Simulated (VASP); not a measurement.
# TePb (Pm-3m) in VASP: further runs, part 2 of 2

VASP 6.6.1.

**4. Single point, PBE**

INCAR reads:

```
SYSTEM = TePb
  PREC = Accurate
  ENCUT = 520
  EDIFF = 1E-6
  ISMEAR = -1
  SIGMA = 0.04
  LREAL = .False.
  LASPH = .True.
  NELM = 60
  ALGO = Normal
  ISIF = 2
  LWAVE = .False.
  LCHARG = .False.
  GGA = PE
  NBANDS = 17
```

KPOINTS reads:

```
regular mesh
0
Gamma
  3 3 3
  0 0 0
```

POSCAR reads:

```
TePb
1.0
    4.0022870000      0.0000000000      0.0000000000
    0.0000000000      4.0022870000      0.0000000000
    0.0000000000      0.0000000000      4.0022870000
Pb Te
1 1
Direct
    0.0000000000      0.0000000000      0.0000000000
    0.5000000000      0.5000000000      0.5000000000
```

Potentials or basis: VASP PAW PBE potentials, release 64 (Pb_d, Te).

Run with:

```
$ cat potpaw_PBE.64/Pb_d/POTCAR potpaw_PBE.64/Te/POTCAR > POTCAR
$ mpirun -np 1 vasp_std > vasp.out
```

OUTCAR:

```text
SYSTEM = TePb
   PREC = Accurate
   ENCUT = 520
   EDIFF = 1E-6
   ISMEAR = -1
   LREAL = .False.
   LASPH = .True.
   NELM = 60
   ISIF = 2
   GGA = PE

 ion  position               nearest neighbor table
   1  0.000  0.000  0.000-   2 3.47   2 3.47   2 3.47   2 3.47   2 3.47   2 3.47   2 3.47   2 3.47

   2  0.500  0.500  0.500-   1 3.47   1 3.47   1 3.47   1 3.47   1 3.47   1 3.47   1 3.47   1 3.47

  LATTYP: Found a simple cubic cell.
 ALAT       =     4.0022870000

  Lattice vectors:

 A1 = (   4.0022870000,   0.0000000000,   0.0000000000)
 A2 = (   0.0000000000,   4.0022870000,   0.0000000000)
 A3 = (   0.0000000000,   0.0000000000,   4.0022870000)

Analysis of symmetry for initial positions (statically):
=====================================================================
 Subroutine PRICEL returns:
 Original cell was already a primitive cell.

 Routine SETGRP: Setting up the symmetry group for a
 simple cubic supercell.

 Subroutine GETGRP returns: Found 48 space group operations
 (whereof 48 operations were pure point group operations)
 out of a pool of 48 trial point group operations.

The static configuration has the point symmetry O_h .

Analysis of symmetry for dynamics (positions and initial velocities):
=====================================================================
 Subroutine PRICEL returns:
 Original cell was already a primitive cell.

 Routine SETGRP: Setting up the symmetry group for a
 simple cubic supercell.

 Subroutine GETGRP returns: Found 48 space group operations
 (whereof 48 operations were pure point group operations)
 out of a pool of 48 trial point group operations.

The dynamic configuration has the point symmetry O_h .

 Subroutine INISYM returns: Found 48 space group operations
 (whereof 48 operations are pure point group operations),
 and found     1 'primitive' translations

----------------------------------------------------------------------------------------

                                     Primitive cell

  volume of cell :      64.1098

  direct lattice vectors                    reciprocal lattice vectors
     4.002287000  0.000000000  0.000000000     0.249857144  0.000000000  0.000000000
     0.000000000  4.002287000  0.000000000     0.000000000  0.249857144  0.000000000
     0.000000000  0.000000000  4.002287000     0.000000000  0.000000000  0.249857144

  length of vectors
     4.002287000  4.002287000  4.002287000     0.249857144  0.249857144  0.249857144

  position of ions in fractional coordinates (direct lattice)
     0.000000000  0.000000000  0.000000000
     0.500000000  0.500000000  0.500000000

  ion indices of the primitive-cell ions
   primitive index   ion index
                 1           1
                 2           2

----------------------------------------------------------------------------------------

 KPOINTS: regular mesh

Automatic generation of k-mesh.
 Grid dimensions read from file:
 generate k-points for:    3    3    3

 Generating k-lattice:

  Cartesian coordinates                     Fractional coordinates (reciprocal lattice)
     0.083285715  0.000000000  0.000000000     0.333333333  0.000000000  0.000000000
     0.000000000  0.083285715  0.000000000     0.000000000  0.333333333  0.000000000
     0.000000000  0.000000000  0.083285715     0.000000000  0.000000000  0.333333333

  Length of vectors
     0.083285715  0.083285715  0.083285715

  Shift w.r.t. Gamma in fractional coordinates (k-lattice)
     0.000000000  0.000000000  0.000000000

 Subroutine IBZKPT returns following result:
 ===========================================

 Found      4 irreducible k-points:

 Following reciprocal coordinates:
            Coordinates               Weight
  0.000000  0.000000  0.000000      1.000000
  0.333333  0.000000  0.000000      6.000000
  0.333333  0.333333  0.000000     12.000000
  0.333333  0.333333  0.333333      8.000000
   k-points           NKPTS =      4   k-points in BZ     NKDIM =      4   number of bands    NBANDS=     17
   number of dos      NEDOS =    301   number of ions     NIONS =      2
   total plane-waves  NPLWV =  27000
   dimension x,y,z NGX =    30 NGY =   30 NGZ =   30
   dimension x,y,z NGXF=    60 NGYF=   60 NGZF=   60
   ions per type =               1   1
   NGX,Y,Z   is equivalent  to a cutoff of  12.46, 12.46, 12.46 a.u.
   NGXF,Y,Z  is equivalent  to a cutoff of  24.92, 24.92, 24.92 a.u.
 SYSTEM =  TePb
   PREC   = accura    normal or accurate (medium, high low for compatibility)
   ISTART =      0    job   : 0-new  1-cont  2-samecut
   ICHARG =      2    charge: 1-file 2-atom 10-const
   ISPIN  =      1    spin polarized calculation?
   LNONCOLLINEAR =      F non collinear calculations
   LSORBIT =      F    spin-orbit coupling
   LASPH  =      T    aspherical Exc in radial PAW
   ENCUT  =  520.0 eV  38.22 Ry    6.18 a.u.   7.44  7.44  7.44*2*pi/ulx,y,z
   NELM   =     60;   NELMIN=  2; NELMDL= -5     # of ELM steps
   EDIFF  = 0.1E-05   stopping-criterion for ELM
   LREAL  =      F    real-space projection
   EDIFFG = 0.1E-04   stopping-criterion for IOM
   NSW    =      0    number of steps for IOM
   IBRION =     -1    ionic relax: 0-MD 1-quasi-New 2-CG
   NFREE  =      0    steps in history (QN), initial steepest desc. (CG)
   ISIF   =      2    stress and relaxation
   ISYM   =      2    0-nonsym 1-usesym 2-fastsym
   POTIM  = 0.5000    time-step for ionic-motion
   TEBEG  =    0.0;   TEEND  =   0.0 temperature during run
   PSTRESS=    0.0 pullay stress
   NELECT =      20.0000    total number of electrons
   NUPDOWN=      -1.0000    fix difference up-down
   EMIN   =  10.00;   EMAX   =-10.00  energy-range for DOS
   EFERMI =   0.00;   METHOD = LEGACY
   ISMEAR =    -1;   SIGMA  =   0.04  broadening in eV -4-tet -1-fermi 0-gaus
   EFERMI_NEDOS =   21; number of points for ismear=-14 and -15
   IALGO  =     38    algorithm
   IMIX   =      4    mixing-type and parameters
     AMIX     =   0.40;   BMIX     =  1.00
     AMIX_MAG =   1.60;   BMIX_MAG =  1.00
  volume/ion in A,a.u.               =      32.05       216.32
  Fermi-wavevector in a.u.,A,eV,Ry     =   1.110307  2.098177 16.773027  1.232783
  Thomas-Fermi vector in A             =   2.246857
   LORBIT       =      0    0 simple, 1 ext, 2 COOP (PROOUT), +10 PAW based schemes
   GGA     = PE    functional components
   LHFCALC =     F    Hartree Fock is set to
   AEXX    =    0.0000 exact exchange contribution
   IVDW    =     0    specifies the selected vdW correction
   LEPSILON=     F    determine dielectric tensor
   LRPA    =     F    only Hartree local field effects (RPA)
 non-spin polarized calculation
  energy-cutoff  :      520.00
  volume of cell :       64.11
 maximum number of plane-waves:      1743
 NGX is ok and might be reduce to    30
   NGX = 15   NGY = 15   NGZ = 15

 number of electron      20.0000009 magnetization

 Free energy of the ion-electron system (eV)
  ---------------------------------------------------
  ext. energy  EPLUGINS =         0.00000000
  ---------------------------------------------------
  free energy    TOTEN  =        -6.93603678 eV

  energy without entropy =       -6.93598586  energy(sigma->0) =       -6.93601132

 E-fermi :   6.7263     XC(G=0):  -9.6621

 val. band max:        6.3415996651   @ k =   0.3333   0.3333   0.0000
 cond. band min:       7.1225336600   @ k =   0.3333   0.3333   0.3333
 fundamental gap:      0.7809339949
 Fermi energy:         6.7263126849

 k-point     1 :       0.0000    0.0000    0.0000
  band No.  band energies     occupation
      1     -10.8463      2.00000
      2     -10.8463      2.00000
      3     -10.7603      2.00000
      4     -10.7603      2.00000
      5     -10.7603      2.00000
      6      -5.7182      2.00000
[... 9 lines left out ...]
     16      16.3893      0.00000
     17      17.4352      0.00000

 k-point     2 :       0.3333    0.0000    0.0000
  band No.  band energies     occupation
      1     -10.8437      2.00000
      2     -10.7949      2.00000
      3     -10.7790      2.00000
      4     -10.7790      2.00000
      5     -10.7589      2.00000
      6      -4.8815      2.00000
[... 9 lines left out ...]
     16      14.9498      0.00000
     17      17.2258      0.00000

 k-point     3 :       0.3333    0.3333    0.0000
  band No.  band energies     occupation
      1     -10.8179      2.00000
      2     -10.8088      2.00000
      3     -10.7764      2.00000
      4     -10.7751      2.00000
      5     -10.7649      2.00000
      6      -4.1786      2.00000
[... 9 lines left out ...]
     16      14.4421      0.00000
     17      16.0529      0.00000

 k-point     4 :       0.3333    0.3333    0.3333
  band No.  band energies     occupation
      1     -10.8040      2.00000
      2     -10.7982      2.00000
      3     -10.7982      2.00000
      4     -10.7632      2.00000
      5     -10.7632      2.00000
      6      -3.6739      2.00000
[... 9 lines left out ...]
     16      16.5391      0.00000
     17      18.6877      0.00000

------------------------ aborting loop because EDIFF is reached ----------------------------------------

  FORCE on cell =-STRESS in cart. coord.  units (eV):
  Direction    XX          YY          ZZ          XY          YZ          ZX
  --------------------------------------------------------------------------------------
  -------------------------------------------------------------------------------------
  Total        0.2344231      0.2344231      0.2344231     -0.0000000      0.0000000     -0.0000000
  in kB        5.8584984      5.8584984      5.8584984     -0.0000000      0.0000000     -0.0000000
  external PRESSURE =       5.8584984 kB  Pullay stress =       0.0000000 kB

 VOLUME and BASIS-vectors are now :
 -----------------------------------------------------------------------------
  energy-cutoff  :      520.00
  volume of cell :       64.11
      direct lattice vectors                 reciprocal lattice vectors
     4.002287000  0.000000000  0.000000000     0.249857144  0.000000000  0.000000000
     0.000000000  4.002287000  0.000000000     0.000000000  0.249857144  0.000000000
     0.000000000  0.000000000  4.002287000     0.000000000  0.000000000  0.249857144

 POSITION                                       TOTAL-FORCE (eV/Angst)
 -----------------------------------------------------------------------------------
      0.00000      0.00000      0.00000         0.000000      0.000000      0.000000
      2.00114      2.00114      2.00114         0.000000      0.000000      0.000000
 -----------------------------------------------------------------------------------
    total drift:                               -0.000000     -0.000000     -0.000000

  FREE ENERGIE OF THE ION-ELECTRON SYSTEM (eV)
  ---------------------------------------------------
  free  energy   TOTEN  =        -6.9360367758 eV

  energy  without entropy=       -6.9359858636  energy(sigma->0) =       -6.93601132
```

OSZICAR:

```text
N       E                     dE             d eps       ncg     rms          rms(c)
DAV:   1     0.157380994068E+03    0.15738E+03   -0.93852E+03   136   0.117E+03
DAV:   2     0.428404121427E+01   -0.15310E+03   -0.14718E+03   136   0.300E+02
DAV:   3    -0.688838089334E+01   -0.11172E+02   -0.11121E+02   198   0.879E+01
DAV:   4    -0.717647175068E+01   -0.28809E+00   -0.28793E+00   168   0.154E+01
DAV:   5    -0.718795280221E+01   -0.11481E-01   -0.11480E-01   216   0.280E+00    0.351E+00
DAV:   6    -0.694058377296E+01    0.24737E+00   -0.63460E-01   191   0.486E+00    0.219E+00
DAV:   7    -0.693497849737E+01    0.56053E-02   -0.11203E-01   184   0.140E+00    0.998E-01
DAV:   8    -0.693599316007E+01   -0.10147E-02   -0.10181E-02   175   0.904E-01    0.239E-01
DAV:   9    -0.693603308489E+01   -0.39925E-04   -0.20896E-03   192   0.262E-01    0.447E-02
DAV:  10    -0.693602920951E+01    0.38754E-05   -0.13292E-04   158   0.671E-02    0.317E-02
DAV:  11    -0.693603647087E+01   -0.72614E-05   -0.52285E-05   160   0.362E-02    0.158E-02
DAV:  12    -0.693603677578E+01   -0.30490E-06   -0.60307E-06   176   0.119E-02
   1 F= -.69360368E+01 E0= -.69360113E+01  d E =-.509121E-04
```

stdout:

```text
POSCAR found type information on POSCAR PbTe
 POSCAR found :  2 types and       2 ions
 scaLAPACK will be used
 LDA part: xc-table for (Slater+PW92), standard interpolation
 POSCAR, INCAR and KPOINTS ok, starting setup
 FFT: planning ... GRIDC
 FFT: planning ... GRID_SOFT
 FFT: planning ... GRID
 WAVECAR not read
 entering main loop
```

Run time: 5.8 s. Hardware: 1 thread of AMD EPYC 7R13 (Zen 3), shared host; peak memory 0.13 GiB.

Results:

```yaml
Free_energy: -6.9360 eV
Pressure: 0.6 GPa
Band_gap_on_the_k_mesh: 0.78 eV, indirect (least direct gap 2.09 eV)
```

Caveat: the k points lie up to 0.52 Å⁻¹ apart; spin-orbit coupling is left out, which moves the levels of the heavy elements. A k mesh can miss the band edges.

**5. Single point, PBE**

INCAR reads:

```
ALGO = Normal ; EDIFF = 1E-7
ENCUT = 520 ; GGA = PE
ISIF = 2 ; ISMEAR = 0
LASPH = True ; LCHARG = False
LREAL = False ; LWAVE = False
NBANDS = 17 ; NELM = 100
PREC = Accurate ; SIGMA = 0.013000000000000001
```

KPOINTS reads:

```
k-points
0
Gamma
  7 7 7
```

POSCAR is that of step 4.

Run with:

```
$ cat potpaw_PBE.64/Pb_d/POTCAR potpaw_PBE.64/Te/POTCAR > POTCAR
$ mpirun -np 1 vasp_std > vasp.out
```

Wall time 20 s (1 thread of AMD EPYC 7R13 (Zen 3), shared host); peak memory 0.15 GiB.

The run converged. Its results:

* Free energy: -7.0516 eV
* Pressure: 0.0 GPa
* Band gap on the k mesh: zero (band 10 reaches 6.58 eV, above the bottom of band 11 at 5.77 eV)

Levels at points of the mesh, in eV from the Fermi level:
```csv
k point,band 8,band 9,band 10,band 11,band 12,band 13
"(0.00, 0.00, 0.00)",-1.57,-1.57,-1.57,4.00,4.00,5.22
```

Caveat: spin-orbit coupling is left out, which moves the levels of the heavy elements.

**6. Single point, PBE (volume scaled by 0.94)**

INCAR reads:

```
SYSTEM = TePb
  PREC = Accurate
  ENCUT = 520
  EDIFF = 1E-6
  ISMEAR = -1
  SIGMA = 0.05
  LREAL = .False.
  LASPH = .True.
  NELM = 80
  ALGO = Normal
  ISIF = 2
  LWAVE = .False.
  LCHARG = .False.
  GGA = PE
  NBANDS = 17
```

KPOINTS reads:

```
regular mesh
0
Gamma
  7 7 7
  0 0 0
```

POSCAR reads:

```
TePb
1.0
    3.9205847483      0.0000000000      0.0000000000
    0.0000000000      3.9205847483      0.0000000000
    0.0000000000      0.0000000000      3.9205847483
Pb Te
1 1
Direct
    0.0000000000      0.0000000000      0.0000000000
    0.5000000000      0.5000000000      0.5000000000
```

Potentials or basis: VASP PAW PBE potentials, release 64 (Pb_d, Te).

Run with:

```
$ cat potpaw_PBE.64/Pb_d/POTCAR potpaw_PBE.64/Te/POTCAR > POTCAR
$ mpirun -np 1 vasp_std > vasp.out
```

Run time: 33 s. Hardware: 1 thread of Intel Xeon 6975P-C, shared host; peak memory 0.18 GiB.

Results (log left out):

```
Free energy            : -7.0292 eV
Pressure               : 2.7 GPa
Band gap on the k mesh : zero (band 10 reaches 7.29 eV, above the bottom of band 11 at 6.35 eV)
```

Levels at points of the mesh, in eV from the Fermi level:
```csv
k point,band 7,band 8,band 9,band 10,band 11,band 12,band 13,band 14
"(0.00, 0.00, 0.00)",-6.54,-1.67,-1.67,-1.67,3.96,3.96,5.70,5.70
```

Caveat: the cell differs from its parent crystal (volume scaled by 0.94); spin-orbit coupling is left out, which moves the levels of the heavy elements.

**7. Overview**

```tsv
task	level	potentials or basis	cell	k mesh	cutoff (eV)	smearing	gap on the mesh (eV)	pressure (GPa)	relaxed volume (Å³/atom)
relaxation of cell and atoms	PBE+D4	VASP PAW PBE potentials, release 64 (Pb_d, Te)	relaxed from a = 4.002 Å, 2 atoms	7 × 7 × 7	600	fermi-dirac 0.05 eV	none	0.0	32.34
relaxation of cell and atoms	LDA	VASP PAW LDA potentials, release 64 (Pb_d, Te)	relaxed from a = 4.002 Å, 2 atoms	7 × 7 × 7	600	fermi-dirac 0.05 eV	none	0.0	29.16
single point	PBE	VASP PAW PBE potentials, release 64 (Pb_d, Te)	a = 4.002 Å, 2 atoms	3 × 3 × 3	520	fermi-dirac 0.04 eV	0.78	0.6	-
single point	PBE	VASP PAW PBE potentials, release 64 (Pb_d, Te)	a = 4.002 Å, 2 atoms	7 × 7 × 7	520	gaussian 0.013 eV	none	0.0	-
single point	PBE	VASP PAW PBE potentials, release 64 (Pb_d, Te)	a = 3.921 Å, 2 atoms	7 × 7 × 7	520	fermi-dirac 0.05 eV	none	2.7	-
```

Alike in all rows: no spin polarisation.

Caveats: some runs use coarse meshes; spin-orbit coupling is left out, which moves the levels of the heavy elements; pairwise dispersion overbinds metals, which lowers pressure and volume (some runs).

Absolute energies hang on the potentials; compare differences alone.
